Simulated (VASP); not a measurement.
Input of a VASP 6.6.1 run:

Contents of INCAR:

```
ALGO     = Normal         # electronic algorithm
EDIFF    = 1E-6           # SCF threshold, eV
ENCUT    = 520            # plane-wave cutoff, eV
GGA      = PS             # functional
ISIF     = 2              # what is computed and relaxed
ISMEAR   = 0              # smearing method
LASPH    = True           # aspherical terms in the spheres
LCHARG   = False          # write CHGCAR
LREAL    = Auto         
LUSENCCL = False        
LWAVE    = False          # write WAVECAR
NBANDS   = 102            # bands
NELM     = 80             # most SCF steps
PREC     = Accurate       # precision mode
SIGMA    = 0.1            # smearing width, eV
```

Contents of KPOINTS:

```
k-points
0
Gamma
  8 8 8
```

File POSCAR:

```
Ta16H
1.0
    6.5806201323      0.0000000000      0.0000000000
    0.0000000000      6.5943638313      0.0000000000
    0.0000000000      0.0000000000      6.5806201323
Ta H
16 1
Direct
   -0.0083109957     -0.0054152068      0.0000000000
    0.2500000000      0.2554152068      0.2583109957
    0.0007918531      0.0004927577      0.5000000000
    0.2500000000      0.2554152068      0.7416890043
   -0.0008725322      0.5018002748      0.0000000000
    0.2500000000      0.7481997252      0.2508725322
   -0.0002249131      0.5012365511      0.5000000000
    0.2500000000      0.7481997252      0.7491274678
    0.5083109957     -0.0054152068      0.0000000000
    0.7500000000      0.2495072423      0.2492081469
    0.4992081469      0.0004927577      0.5000000000
    0.7500000000      0.2495072423      0.7507918531
    0.5008725322      0.5018002748      0.0000000000
    0.7500000000      0.7487634489      0.2502249131
    0.5002249131      0.5012365511      0.5000000000
    0.7500000000      0.7487634489      0.7497750869
    0.2500000000      0.1250000000      0.0000000000
```

Potentials or basis: VASP PAW PBE potentials, release 64 (Ta_pv, H).

Run with:

```console
$ cat potpaw_PBE.64/Ta_pv/POTCAR potpaw_PBE.64/H/POTCAR > POTCAR
$ mpirun -np 1 vasp_std > vasp.out
```

(1) What does it give for the pressure?

(2) Estimate the band gap on the k mesh.

(3) Predict the largest force.

Answers

(1) 0.2 GPa.

(2) zero (an odd number of electrons rules out a gap without spin polarisation).

(3) 0.018 eV/Å.

Caveat: the PAW data sets were made with another functional, which shifts forces and pressure a little; spin-orbit coupling is left out, which moves the levels of the heavy elements.
